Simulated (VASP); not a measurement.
# Al3Rh2 (P6/mmm) in VASP: further runs

The runs below take Al3Rh2 through single point, relaxation of cell and atoms, with PBE.

Program: VASP 6.6.1. These are calculated values, not measurements. Logs are shortened: lines on timing, memory, paths and dates and some standing lists are left out, and cuts for length are marked.

## Step 1: The cell of the first run

The structure is hexagonal, space group P6/mmm (No. 191). Conventional cell: a = 4.178 Å, b = 4.178 Å, c = 7.822 Å, α = 90.00°, β = 90.00°, γ = 120.00°. Within 3.4 Å of Al (site symmetry 6mm) lie 2 Al at 2.58 to 2.66 Å and 6 Rh at 2.75 Å. Within 3.4 Å of Al (site symmetry 6/mmm) lie 2 Al at 2.58 Å. Within 3.2 Å of Rh (site symmetry -6m2) lie 3 Rh at 2.41 Å and 6 Al at 2.75 Å.

The cell was generated, and may not be a known phase.

## Step 2: Single point, PBE

Contents of INCAR:

```
PREC     = Accurate       # precision mode
ENCUT    = 520            # plane-wave cutoff, eV
EDIFF    = 1E-6           # SCF threshold, eV
ISMEAR   = 0              # smearing method
SIGMA    = 0.1            # smearing width, eV
LREAL    = F              # projectors in reciprocal space
LASPH    = T              # aspherical terms in the spheres
NELM     = 80             # most SCF steps
ALGO     = Fast           # electronic algorithm
ISIF     = 2              # what is computed and relaxed
LWAVE    = F              # write WAVECAR
LCHARG   = T              # write CHGCAR
GGA      = PE             # functional
LELF     = T              # ELF
LVHAR    = T            
NBANDS   = 28             # bands
```

Contents of KPOINTS:

```
regular mesh
0
Gamma
  12 12 6
```

Contents of POSCAR:

```
Al3Rh2
1.0
    4.1775077322      0.0000000000      0.0000000000
   -2.0887538661      3.6178278206      0.0000000000
    0.0000000000      0.0000000000      7.8224316461
Al Rh
3 2
Direct
    0.0000000000      0.0000000000      0.1697279783
    0.0000000000      0.0000000000      0.8302720217
    0.0000000000      0.0000000000      0.5000000000
    0.3333333333      0.6666666667      0.0000000000
    0.6666666667      0.3333333333      0.0000000000
```

Potentials or basis: VASP PAW PBE potentials, release 64 (Al, Rh_pv).

On the command line:

```sh
$ cat potpaw_PBE.64/Al/POTCAR potpaw_PBE.64/Rh_pv/POTCAR > POTCAR
$ mpirun -np 1 vasp_std > vasp.out
```

OUTCAR:

```text
PREC = Accurate
   ENCUT = 520
   EDIFF = 1E-6
   ISMEAR = 0
   LREAL = F
   LASPH = T
   NELM = 80
   ISIF = 2
   GGA = PE

 ion  position               nearest neighbor table
   1  0.000  0.000  0.170-   3 2.58   2 2.66   4 2.75   5 2.75   5 2.75   4 2.75   5 2.75   4 2.75

   2  0.000  0.000  0.830-   3 2.58   1 2.66   4 2.75   5 2.75   5 2.75   4 2.75   5 2.75   4 2.75

   3  0.000  0.000  0.500-   1 2.58   2 2.58
   4  0.333  0.667  0.000-   5 2.41   5 2.41   5 2.41   1 2.75   2 2.75   2 2.75   1 2.75   2 2.75
                             1 2.75
   5  0.667  0.333  0.000-   4 2.41   4 2.41   4 2.41   1 2.75   2 2.75   1 2.75   2 2.75   1 2.75
                             2 2.75

  LATTYP: Found a hexagonal cell.
 ALAT       =     4.1775077322
 C/A-ratio  =     1.8725115901

  Lattice vectors:

 A1 = (   4.1775077322,   0.0000000000,   0.0000000000)
 A2 = (  -2.0887538661,   3.6178278206,   0.0000000000)
 A3 = (   0.0000000000,   0.0000000000,   7.8224316461)

Analysis of symmetry for initial positions (statically):
=====================================================================
 Subroutine PRICEL returns:
 Original cell was already a primitive cell.

 Routine SETGRP: Setting up the symmetry group for a
 hexagonal supercell.

 Subroutine GETGRP returns: Found 24 space group operations
 (whereof 24 operations were pure point group operations)
 out of a pool of 24 trial point group operations.

The static configuration has the point symmetry D_6h.

Analysis of symmetry for dynamics (positions and initial velocities):
=====================================================================
 Subroutine PRICEL returns:
 Original cell was already a primitive cell.

 Routine SETGRP: Setting up the symmetry group for a
 hexagonal supercell.

 Subroutine GETGRP returns: Found 24 space group operations
 (whereof 24 operations were pure point group operations)
 out of a pool of 24 trial point group operations.

The dynamic configuration has the point symmetry D_6h.

 Subroutine INISYM returns: Found 24 space group operations
 (whereof 24 operations are pure point group operations),
 and found     1 'primitive' translations

----------------------------------------------------------------------------------------

                                     Primitive cell

  volume of cell :     118.2243

  direct lattice vectors                    reciprocal lattice vectors
     4.177507732  0.000000000  0.000000000     0.239377175  0.138204476  0.000000000
    -2.088753866  3.617827821  0.000000000     0.000000000  0.276408953  0.000000000
     0.000000000  0.000000000  7.822431646     0.000000000  0.000000000  0.127837487

  length of vectors
     4.177507732  4.177507732  7.822431646     0.276408953  0.276408953  0.127837487

  position of ions in fractional coordinates (direct lattice)
     0.000000000  0.000000000  0.169727978
     0.000000000  0.000000000  0.830272022
     0.000000000  0.000000000  0.500000000
     0.333333333  0.666666667  0.000000000
     0.666666667  0.333333333  0.000000000

  ion indices of the primitive-cell ions
   primitive index   ion index
                 1           1
                 2           2
                 3           3
                 4           4
                 5           5

----------------------------------------------------------------------------------------

 KPOINTS: regular mesh

Automatic generation of k-mesh.
 Grid dimensions read from file:
 generate k-points for:   12   12    6

 Generating k-lattice:

  Cartesian coordinates                     Fractional coordinates (reciprocal lattice)
     0.019948098  0.011517040  0.000000000     0.083333333 -0.000000000  0.000000000
     0.000000000  0.023034079  0.000000000     0.000000000  0.083333333  0.000000000
     0.000000000  0.000000000  0.021306248     0.000000000  0.000000000  0.166666667

  Length of vectors
     0.023034079  0.023034079  0.021306248

  Shift w.r.t. Gamma in fractional coordinates (k-lattice)
     0.000000000  0.000000000  0.000000000

 Subroutine IBZKPT returns following result:
 ===========================================

 Found     76 irreducible k-points:

 Following reciprocal coordinates:
            Coordinates               Weight
  0.000000  0.000000  0.000000      1.000000
  0.083333  0.000000  0.000000      6.000000
  0.166667 -0.000000  0.000000      6.000000
  0.250000  0.000000  0.000000      6.000000
  0.333333 -0.000000  0.000000      6.000000
  0.416667 -0.000000  0.000000      6.000000
[... 16 lines left out ...]
  0.250000  0.000000  0.166667     12.000000
  0.333333 -0.000000  0.166667     12.000000
 [... further k-points ...]
   k-points           NKPTS =     76   k-points in BZ     NKDIM =     76   number of bands    NBANDS=     28
   number of dos      NEDOS =    301   number of ions     NIONS =      5
   total plane-waves  NPLWV =  61440
   dimension x,y,z NGX =    32 NGY =   32 NGZ =   60
   dimension x,y,z NGXF=    64 NGYF=   64 NGZF=  120
   ions per type =               3   2
   NGX,Y,Z   is equivalent  to a cutoff of  12.73, 12.73, 12.75 a.u.
   NGXF,Y,Z  is equivalent  to a cutoff of  25.47, 25.47, 25.50 a.u.
 SYSTEM =  unknown system
   PREC   = accura    normal or accurate (medium, high low for compatibility)
   ISTART =      0    job   : 0-new  1-cont  2-samecut
   ICHARG =      2    charge: 1-file 2-atom 10-const
   ISPIN  =      1    spin polarized calculation?
   LNONCOLLINEAR =      F non collinear calculations
   LSORBIT =      F    spin-orbit coupling
   LASPH  =      T    aspherical Exc in radial PAW
   ENCUT  =  520.0 eV  38.22 Ry    6.18 a.u.   7.77  7.77 14.54*2*pi/ulx,y,z
   NELM   =     80;   NELMIN=  2; NELMDL= -5     # of ELM steps
   EDIFF  = 0.1E-05   stopping-criterion for ELM
   LREAL  =      F    real-space projection
[... 7 lines left out ...]
   TEBEG  =    0.0;   TEEND  =   0.0 temperature during run
   PSTRESS=    0.0 pullay stress
   NELECT =      39.0000    total number of electrons
   NUPDOWN=      -1.0000    fix difference up-down
   EMIN   =  10.00;   EMAX   =-10.00  energy-range for DOS
   EFERMI =   0.00;   METHOD = LEGACY
   ISMEAR =     0;   SIGMA  =   0.10  broadening in eV -4-tet -1-fermi 0-gaus
   EFERMI_NEDOS =   21; number of points for ismear=-14 and -15
   IALGO  =     68    algorithm
   IMIX   =      4    mixing-type and parameters
     AMIX     =   0.40;   BMIX     =  1.00
     AMIX_MAG =   1.60;   BMIX_MAG =  1.00
  volume/ion in A,a.u.               =      23.64       159.56
  Fermi-wavevector in a.u.,A,eV,Ry     =   1.131169  2.137599 17.409235  1.279543
  Thomas-Fermi vector in A             =   2.267867
   LORBIT       =      0    0 simple, 1 ext, 2 COOP (PROOUT), +10 PAW based schemes
   GGA     = PE    functional components
   LHFCALC =     F    Hartree Fock is set to
   AEXX    =    0.0000 exact exchange contribution
   IVDW    =     0    specifies the selected vdW correction
   LEPSILON=     F    determine dielectric tensor
   LRPA    =     F    only Hartree local field effects (RPA)
 non-spin polarized calculation
 RMM-DIIS sequential band-by-band and
 Gauss-broadening in eV      SIGMA  =   0.10
  energy-cutoff  :      520.00
  volume of cell :      118.22
 maximum number of plane-waves:      3227
 NGX is ok and might be reduce to    32
   NGX = 15   NGY = 15   NGZ = 29

 number of electron      39.0000003 magnetization

 Free energy of the ion-electron system (eV)
  ---------------------------------------------------
  ext. energy  EPLUGINS =         0.00000000
  ---------------------------------------------------
  free energy    TOTEN  =       -24.55612489 eV

  energy without entropy =      -24.53426968  energy(sigma->0) =      -24.54519729

 E-fermi :   4.5497     XC(G=0):  -9.1969

 val. band max:        4.5477770043   @ k =   0.4167   0.1667   0.3333
 cond. band min:       4.5512274336   @ k =   0.4167   0.1667   0.1667
 fundamental gap:      0.0034504293
 Fermi energy:         4.5496628224

 k-point     1 :       0.0000    0.0000    0.0000
  band No.  band energies     occupation
      1     -42.2238      2.00000
      2     -42.2238      2.00000
      3     -41.5000      2.00000
      4     -41.5000      2.00000
      5     -41.3312      2.00000
      6     -41.1439      2.00000
[... 20 lines left out ...]
     27      10.4018      0.00000
     28      10.4019      0.00000

 k-point     2 :       0.0833    0.0000    0.0000
  band No.  band energies     occupation
      1     -42.2281      2.00000
      2     -42.2148      2.00000
      3     -41.5094      2.00000
      4     -41.4953      2.00000
      5     -41.3284      2.00000
      6     -41.1467      2.00000
[... 20 lines left out ...]
     27       9.9858      0.00000
     28       9.9973      0.00000

 k-point     3 :       0.1667   -0.0000    0.0000
  band No.  band energies     occupation
      1     -42.2398      2.00000
      2     -42.1892      2.00000
      3     -41.5362      2.00000
      4     -41.4827      2.00000
      5     -41.3202      2.00000
      6     -41.1550      2.00000
[... 20 lines left out ...]
     27       9.4936      0.00000
     28       9.8701      0.00000

 k-point     4 :       0.2500    0.0000    0.0000
  band No.  band energies     occupation
      1     -42.2552      2.00000
      2     -42.1503      2.00000
      3     -41.5768      2.00000
      4     -41.4661      2.00000
      5     -41.3074      2.00000
      6     -41.1679      2.00000
[... 20 lines left out ...]
     27       9.6279      0.00000
     28       9.7107      0.00000

 k-point     5 :       0.3333   -0.0000    0.0000
  band No.  band energies     occupation
      1     -42.2700      2.00000
      2     -42.1051      2.00000
      3     -41.6237      2.00000
      4     -41.4502      2.00000
      5     -41.2917      2.00000
      6     -41.1836      2.00000
[... 20 lines left out ...]
     27       9.5642      0.00000
     28       9.6293      0.00000

 k-point     6 :       0.4167   -0.0000    0.0000
  band No.  band energies     occupation
      1     -42.2804      2.00000
      2     -42.0655      2.00000
      3     -41.6645      2.00000
      4     -41.4388      2.00000
      5     -41.2764      2.00000
      6     -41.1991      2.00000
[... 463 lines left out ...]
      5     -41.3284      2.00000
      6     -41.1467      2.00000
[... 20 lines left out ...]
     27      10.1510      0.00000
     28      10.4920      0.00000

 k-point    22 :       0.1667   -0.0000    0.1667
  band No.  band energies     occupation
      1     -42.2398      2.00000
      2     -42.1892      2.00000
      3     -41.5362      2.00000
      4     -41.4827      2.00000
      5     -41.3202      2.00000
      6     -41.1550      2.00000
[... 20 lines left out ...]
     27       9.5360      0.00000
     28      10.3331      0.00000

 k-point    23 :       0.2500    0.0000    0.1667
  band No.  band energies     occupation
      1     -42.2552      2.00000
      2     -42.1503      2.00000
      3     -41.5768      2.00000
      4     -41.4661      2.00000
      5     -41.3074      2.00000
      6     -41.1679      2.00000
[... 20 lines left out ...]
     27       9.7185      0.00000
     28      10.1138      0.00000

 k-point    24 :       0.3333   -0.0000    0.1667
  band No.  band energies     occupation
      1     -42.2700      2.00000
      2     -42.1051      2.00000
      3     -41.6236      2.00000
      4     -41.4502      2.00000
      5     -41.2917      2.00000
      6     -41.1836      2.00000
[... 20 lines left out ...]
     27       9.9072      0.00000
     28       9.9226      0.00000

 [... further k-points ...]
[... 5 lines left out ...]
  --------------------------------------------------------------------------------------
  -------------------------------------------------------------------------------------
  Total       -0.0153474     -0.0153474     -0.0398947      0.0000000      0.0000000      0.0000000
  in kB       -0.2079877     -0.2079877     -0.5406537      0.0000000      0.0000000      0.0000000
  external PRESSURE =      -0.3188764 kB  Pullay stress =       0.0000000 kB

 VOLUME and BASIS-vectors are now :
 -----------------------------------------------------------------------------
  energy-cutoff  :      520.00
  volume of cell :      118.22
      direct lattice vectors                 reciprocal lattice vectors
     4.177507732  0.000000000  0.000000000     0.239377175  0.138204476  0.000000000
    -2.088753866  3.617827821  0.000000000     0.000000000  0.276408953  0.000000000
     0.000000000  0.000000000  7.822431646     0.000000000  0.000000000  0.127837487

 POSITION                                       TOTAL-FORCE (eV/Angst)
 -----------------------------------------------------------------------------------
      0.00000      0.00000      1.32769         0.000000      0.000000      0.005716
      0.00000      0.00000      6.49475        -0.000000     -0.000000     -0.005716
      0.00000      0.00000      3.91122         0.000000      0.000000      0.000000
     -0.00000      2.41189      0.00000         0.000000      0.000000      0.000000
      2.08875      1.20594      0.00000        -0.000000      0.000000      0.000000
 -----------------------------------------------------------------------------------
    total drift:                               -0.000000      0.000000     -0.000000

  FREE ENERGIE OF THE ION-ELECTRON SYSTEM (eV)
  ---------------------------------------------------
  free  energy   TOTEN  =       -24.5561248890 eV

  energy  without entropy=      -24.5342696818  energy(sigma->0) =      -24.54519729
```

Run time: 6.4 min. Hardware: 1 thread of Intel Xeon 8259CL, shared host; peak memory 0.38 GiB.

What came out:

| Item | Value |
| --- | --- |
| Free energy | -24.5561 eV |
| Pressure | 0.0 GPa |
| Largest force | 0.006 eV/Å |
| Band gap on the k mesh | zero (an odd number of electrons rules out a gap without spin polarisation) |

Forces on the atoms (eV/Å):
```
Al   0.000  0.000  0.006
Al   0.000  0.000 -0.006
Al   0.000  0.000  0.000
Rh   0.000  0.000  0.000
Rh   0.000  0.000  0.000
```

## Step 3: Single point, PBE, collinear spin, ferromagnetic start

This run uses another cell than the first one, of 23.60 Å³/atom.

Contents of INCAR:

```
PREC = Accurate
ENCUT = 520
EDIFF = 1E-7
ISMEAR = 0
SIGMA = 0.1
LREAL = F
LASPH = T
NELM = 150
ALGO = Normal
ISIF = 2
LWAVE = F
LCHARG = F
ISPIN = 2
MAGMOM = 0 0 0 1 1
LORBIT = 11
LMAXMIX = 4
GGA = PE
NBANDS = 32
```

Contents of KPOINTS:

```
regular mesh
0
Gamma
  6 6 2
```

Contents of POSCAR:

```
Al3Rh2
1.0
    4.1745829673      0.0000000000      0.0000000000
   -2.0872914836      3.6152948998      0.0000000000
    0.0000000000      0.0000000000      7.8176374779
Al Rh
3 2
Direct
    0.0000000000      0.0000000000      0.1705999306
    0.0000000000      0.0000000000      0.8294000694
    0.0000000000      0.0000000000      0.5000000000
    0.3333333333      0.6666666667      0.0000000000
    0.6666666667      0.3333333333      0.0000000000
```

Potentials or basis: VASP PAW PBE potentials, release 64 (Al, Rh_pv).

On the command line:

```sh
$ cat potpaw_PBE.64/Al/POTCAR potpaw_PBE.64/Rh_pv/POTCAR > POTCAR
$ mpirun -np 1 vasp_std > vasp.out
```

It took 3.7 min on 1 thread of Intel Xeon 8259CL, shared host; peak memory 0.31 GiB.

The run converged. Its results:

| Quantity | Value |
| --- | --- |
| Free energy | -24.5745 eV |
| Pressure | 0.1 GPa |
| Largest force | 0.024 eV/Å |
| Net moment | 0.24 μB per cell |
| Site moments | Al -0.00; Rh +0.13 μB |
| Valence electrons inside the program's atomic spheres | Al 0.75, 0.77 (each value once); Rh 13.97 |

Forces in eV/Å, atoms in the order of the input:
```
Al   0.000  0.000  0.024
Al   0.000  0.000 -0.024
Al   0.000  0.000  0.000
Rh   0.000  0.000  0.000
Rh   0.000  0.000  0.000
```

Stress tensor (GPa, compression positive):
```
-0.04  0.00  0.00
 0.00 -0.04  0.00
 0.00  0.00  0.44
```

Levels at points of the mesh, in eV from the Fermi level:
Spin up:
| k point | band 16 | band 17 | band 18 | band 19 | band 20 | band 21 | band 22 | band 23 | band 24 | band 25 |
| --- | --- | --- | --- | --- | --- | --- | --- | --- | --- | --- |
| (0.00, 0.00, 0.00) | -2.70 | -1.19 | -1.19 | -0.28 | 1.37 | 3.25 | 3.39 | 3.39 | 4.19 | 5.53 |
| (0.50, 0.00, 0.00) | -1.37 | -1.10 | -0.29 | -0.24 | -0.06 | 0.57 | 0.84 | 1.09 | 3.07 | 3.61 |
| (0.00, 0.00, 0.50) | -1.99 | -1.19 | -1.19 | -0.69 | -0.28 | 3.49 | 3.49 | 4.31 | 4.68 | 5.07 |
| (0.50, 0.00, 0.50) | -1.76 | -0.63 | -0.38 | -0.29 | -0.24 | 0.73 | 0.77 | 2.09 | 2.43 | 2.77 |
Spin down:
| k point | band 17 | band 18 | band 19 | band 20 | band 21 | band 22 |
| --- | --- | --- | --- | --- | --- | --- |
| (0.00, 0.00, 0.00) | -1.06 | -1.06 | -0.23 | 1.37 | 3.25 | 3.39 |
| (0.50, 0.00, 0.00) | -1.06 | -0.23 | -0.09 | -0.04 | 0.56 | 0.89 |
| (0.00, 0.00, 0.50) | -1.07 | -1.07 | -0.66 | -0.22 | 3.50 | 3.50 |
| (0.50, 0.00, 0.50) | -0.57 | -0.35 | -0.23 | -0.09 | 0.73 | 0.83 |

Caveat: the k points lie up to 0.40 Å⁻¹ apart; a moment this small can come from the mesh or the smearing.

(Part 1 of 2 ends here.)

The gap in the log of VASP goes by the Fermi energy; the results here count the filled bands.